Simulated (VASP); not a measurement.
**Sn: single point with PBEsol**

Sn:

```xyz
2
Lattice="0.0000 3.2333 3.2333 3.2333 0.0000 3.2333 3.2333 3.2333 0.0000" Properties=species:S:1:pos:R:3 pbc="T T T"
Sn    0.0000    0.0000    0.0000
Sn    1.6167    1.6167    1.6167
```

This isn't the form of Sn at room conditions, which is tetragonal (white tin).

```json
{"Program": "VASP 6.6.1", "Task": "single point", "Functional": "PBEsol", "Potentials or basis": "VASP PAW PBE potentials, release 64 (Sn_d)", "Cutoff": "520 eV", "k mesh": "8 × 8 × 8", "Occupations": "fermi-dirac, width 0.05 eV", "Spin": "no spin polarisation"}
```

```json
{
  "Pressure": "1.5 GPa",
  "Band gap on the k mesh": "zero (bands 14 and 15 overlap by 0.13 eV)"
}
```

Levels at points of the mesh, in eV from the Fermi level:
```tsv
k point	band 10	band 11	band 12	band 13	band 14	band 15	band 16	band 17	band 18	band 19
(0.00, 0.00, 0.00)	-21.18	-10.65	-0.57	0.14	0.14	0.14	2.20	2.20	2.20	4.91
(0.50, 0.00, 0.00)	-21.13	-9.00	-6.31	-1.09	-1.09	0.01	3.27	3.27	5.56	8.50
(0.50, 0.50, 0.00)	-21.11	-7.52	-7.52	-2.46	-2.46	0.80	0.80	7.83	7.83	9.36
```

It took 67 s on 1 thread of Intel Xeon 8259CL, on a shared host, peak memory 0.21 GiB.

Caveat: the PAW data sets were made with another functional, which shifts forces and pressure a little; spin-orbit coupling is left out, which moves the levels of the heavy elements.
